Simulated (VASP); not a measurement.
# W3C in VASP: notebook, part 2 of 2

VASP 6.6.1.

### Step 4. Single point, PBE

The input, INCAR:

```
SYSTEM = W3C
  PREC = Accurate
  ENCUT = 520
  EDIFF = 1E-6
  ISMEAR = 0
  SIGMA = 0.1
  LREAL = .FALSE.
  LASPH = .TRUE.
  NELM = 80
  ALGO = Normal
  ISIF = 2
  LWAVE = .FALSE.
  LCHARG = .FALSE.
  LDIPOL = .TRUE.
  IDIPOL = 3
  DIPOL = 0.5 0.5 0.349
  GGA = PE
  NBANDS = 31
```

The input, KPOINTS:

```
regular mesh
0
G
  9 9 1
  0 0 0
```

The input, POSCAR:

```
W3C
1.0
    2.8545944806      0.0000000000      0.0000000000
   -1.4272972403      2.4721513377      0.0000000000
    0.0000000000      0.0000000000     21.6971108210
W C
3 1
Direct
    0.6666666667      0.3333333333      0.1843563428
    0.3333333333      0.6666666667      0.2926027619
    0.0000000000      0.0000000000      0.4008418859
    0.8888888889     -0.8888888889      0.5174472728
```

Potentials or basis: VASP PAW PBE potentials, release 64 (W_sv, C).

On the command line:

```console
> cat potpaw_PBE.64/W_sv/POTCAR potpaw_PBE.64/C/POTCAR > POTCAR
> mpirun -np 1 vasp_std > vasp.out
```

OUTCAR:

```text
SYSTEM = W3C
   PREC = Accurate
   ENCUT = 520
   EDIFF = 1E-6
   ISMEAR = 0
   LREAL = .FALSE.
   LASPH = .TRUE.
   NELM = 80
   ISIF = 2
   GGA = PE

 ion  position               nearest neighbor table
   1  0.667  0.333  0.184-   2 2.87   2 2.87   2 2.87
   2  0.333  0.667  0.293-   3 2.87   3 2.87   3 2.87   1 2.87   1 2.87   1 2.87
   3  0.000  0.000  0.401-   4 2.59   2 2.87   2 2.87   2 2.87
   4  0.889  0.111  0.517-   3 2.59

  LATTYP: Found a hexagonal cell.
 ALAT       =     2.8545944806
 C/A-ratio  =     7.6007681541

  Lattice vectors:

 A1 = (   2.8545944806,   0.0000000000,   0.0000000000)
 A2 = (  -1.4272972403,   2.4721513377,   0.0000000000)
 A3 = (   0.0000000000,   0.0000000000,  21.6971108210)

Analysis of symmetry for initial positions (statically):
=====================================================================
 Subroutine PRICEL returns:
 Original cell was already a primitive cell.

 Routine SETGRP: Setting up the symmetry group for a
 hexagonal supercell.

 Subroutine GETGRP returns: Found  2 space group operations
 (whereof  2 operations were pure point group operations)
 out of a pool of 24 trial point group operations.

The static configuration has the point symmetry C_1h.

Analysis of symmetry for dynamics (positions and initial velocities):
=====================================================================
 Subroutine PRICEL returns:
 Original cell was already a primitive cell.

 Routine SETGRP: Setting up the symmetry group for a
 hexagonal supercell.

 Subroutine GETGRP returns: Found  2 space group operations
 (whereof  2 operations were pure point group operations)
 out of a pool of 24 trial point group operations.

The dynamic configuration has the point symmetry C_1h.

 Subroutine INISYM returns: Found  2 space group operations
 (whereof  2 operations are pure point group operations),
 and found     1 'primitive' translations

[... 123 lines left out ...]
   LHFCALC =     F    Hartree Fock is set to
   AEXX    =    0.0000 exact exchange contribution
   IVDW    =     0    specifies the selected vdW correction
   LEPSILON=     F    determine dielectric tensor
   LRPA    =     F    only Hartree local field effects (RPA)
 non-spin polarized calculation
 Gauss-broadening in eV      SIGMA  =   0.10
  energy-cutoff  :      520.00
  volume of cell :      153.12
 maximum number of plane-waves:      4147
 NGX is ok and might be reduce to    24
   NGX = 11   NGY = 11   NGZ = 81

 dipolmoment           0.000000      0.000000     -0.028459 electrons x Angstroem

 number of electron      45.9999996 magnetization

 dipolmoment           0.000000      0.000000      0.064952 electrons x Angstroem

 Free energy of the ion-electron system (eV)
  ---------------------------------------------------
  ext. energy  EPLUGINS =         0.00000000
  ---------------------------------------------------
  free energy    TOTEN  =       -39.26888228 eV

  energy without entropy =      -39.23763128  energy(sigma->0) =      -39.25325678

 E-fermi :   0.1036     XC(G=0):  -6.1347

 val. band max:        0.0848079516   @ k =   0.2222   0.2222   0.0000
 cond. band min:       0.1238923601   @ k =   0.4444   0.4444   0.0000
 fundamental gap:      0.0390844085
 Fermi energy:         0.1036233356

 k-point     1 :       0.0000    0.0000    0.0000
  band No.  band energies     occupation
      1     -73.8415      2.00000
      2     -73.6276      2.00000
      3     -73.5775      2.00000
      4     -38.3323      2.00000
      5     -38.0136      2.00000
      6     -37.5534      2.00000
[... 805 lines left out ...]
     30       4.2152      0.00000
     31       4.7820      0.00000

 [... further k-points ...]

------------------------ aborting loop because EDIFF is reached ----------------------------------------

 vacuum level on the upper side and lower side of the slab       (xc-potential included)         0.633        -1.018

  FORCE on cell =-STRESS in cart. coord.  units (eV):
  Direction    XX          YY          ZZ          XY          YZ          ZX
  --------------------------------------------------------------------------------------
  -------------------------------------------------------------------------------------
  Total       -8.0850159     -8.3324405     -6.0828771     -0.2142760      0.0925564     -0.1603093
  in kB      -84.5999444    -87.1889446    -63.6499759     -2.2421399      0.9684912     -1.6774431
  external PRESSURE =     -78.4796216 kB  Pullay stress =       0.0000000 kB

 VOLUME and BASIS-vectors are now :
 -----------------------------------------------------------------------------
  energy-cutoff  :      520.00
  volume of cell :      153.12
      direct lattice vectors                 reciprocal lattice vectors
     2.854594481  0.000000000  0.000000000     0.350312455  0.202252990  0.000000000
    -1.427297240  2.472151338  0.000000000     0.000000000  0.404505980  0.000000000
     0.000000000  0.000000000 21.697110821     0.000000000  0.000000000  0.046089086

 POSITION                                       TOTAL-FORCE (eV/Angst)
 -----------------------------------------------------------------------------------
      1.42730      0.82405      4.00000        -0.039121      0.022587     -0.025950
     -0.00000      1.64810      6.34863         0.007390     -0.004266     -0.239143
      0.00000      0.00000      8.69711         0.160958     -0.092929      2.925340
      2.37883      0.27468     11.22711        -0.129226      0.074609     -2.660246
 -----------------------------------------------------------------------------------
    total drift:                                0.000012     -0.000007     -0.000823

  FREE ENERGIE OF THE ION-ELECTRON SYSTEM (eV)
  ---------------------------------------------------
  free  energy   TOTEN  =       -39.2688822801 eV

  energy  without entropy=      -39.2376312753  energy(sigma->0) =      -39.25325678

 vacuum level on the upper side and lower side of the slab         6.662         4.972
```

stdout:

```text
POSCAR found type information on POSCAR W C
 POSCAR found :  2 types and       4 ions
 scaLAPACK will be used
 LDA part: xc-table for (Slater+PW92), standard interpolation
 POSCAR, INCAR and KPOINTS ok, starting setup
 FFT: planning ... GRIDC
 FFT: planning ... GRID_SOFT
 FFT: planning ... GRID
 WAVECAR not read
 entering main loop
```

Run time: 2.7 min. Hardware: 1 thread of AMD EPYC 9R45 (Zen 5), shared host; peak memory 0.31 GiB.

What came out:

| Item | Value |
| --- | --- |
| Free energy | -39.2689 eV |
| Largest force | 2.931 eV/Å |
| Band gap on the k mesh | zero (bands 23 and 24 overlap by 0.77 eV) |

Forces in eV/Å, atoms in the order of the input:
```
W   -0.039  0.023 -0.026
W    0.007 -0.004 -0.239
W    0.161 -0.093  2.925
C   -0.129  0.075 -2.660
```

Levels at points of the mesh, in eV from the Fermi level:
```csv
k point,band 20,band 21,band 22,band 23,band 24,band 25,band 26,band 27
"(0.00, 0.00, 0.00)",-0.53,-0.53,-0.25,-0.25,0.03,0.04,0.23,2.31
```

Caveat: spin-orbit coupling is left out, which moves the levels of the heavy elements.

### Step 5. The runs side by side

```tsv
cell	gap on the mesh (eV)	largest force (eV/Å)
as given, atomic positions A	none	1.64
as given, atomic positions B	none	0.24
as given, atomic positions C	none	2.93
```

Alike in all rows: task single point; level PBE; potentials or basis VASP PAW PBE potentials, release 64 (W_sv, C); no spin polarisation; k mesh 9 × 9 × 1; cutoff (eV) 520; smearing gaussian 0.1 eV.

Caveats: spin-orbit coupling is left out, which moves the levels of the heavy elements.

Total energies depend on the potentials used, so only differences within one code and one set of settings carry meaning.
